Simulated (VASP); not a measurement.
Input of a VASP 6.6.1 run:

File POSCAR:

```
BN
1.0
    0.0000000000      1.8130010000      1.8130010000
    1.8130010000      0.0000000000      1.8130010000
    1.8130010000      1.8130010000      0.0000000000
N B
1 1
Direct
    0.2500000000      0.2500000000      0.2500000000
    0.0000000000      0.0000000000      0.0000000000
```

INCAR.step1

```
SYSTEM = BN
PREC = Accurate
ENCUT = 520
EDIFF = 1E-5
ISMEAR = -1
SIGMA = 0.05
LREAL = .FALSE.
LASPH = .TRUE.
NELM = 80
ALGO = Normal
ISIF = 2
LWAVE = .TRUE.
LCHARG = .FALSE.
GGA = PE
NBANDS = 11
```

Contents of INCAR.step2:

```
SYSTEM = BN
PREC = Accurate
ENCUT = 520
EDIFF = 1E-7
ISMEAR = -1
SIGMA = 0.05
LREAL = .FALSE.
LASPH = .TRUE.
NELM = 80
ALGO = Normal
ISIF = 2
LWAVE = .FALSE.
LCHARG = .FALSE.
GGA = PE
LHFCALC = .TRUE.
HFSCREEN = 0.2079
PRECFOCK = Normal
ISTART = 1
NBANDS = 11
```

File KPOINTS:

```
regular mesh
0
G
  10 10 10
  0 0 0
```

Potentials or basis: VASP PAW PBE potentials, release 64 (N, B).

Command:

```console
$ cat potpaw_PBE.64/N/POTCAR potpaw_PBE.64/B/POTCAR > POTCAR
$ cp INCAR.step1 INCAR
$ mpirun -np 1 vasp_std > vasp.out
$ cp INCAR.step2 INCAR
$ mpirun -np 1 vasp_std > vasp.out
```

Q: What does it give for the band gap on the k mesh?

A: 5.76 eV (least direct gap 10.50 eV).

Q: What does it give for the pressure?

A: -9.1 GPa.

Caveat: the cell stands under tension; the PAW data sets were made with another functional, which shifts forces and pressure a little. A k mesh can miss the band edges.
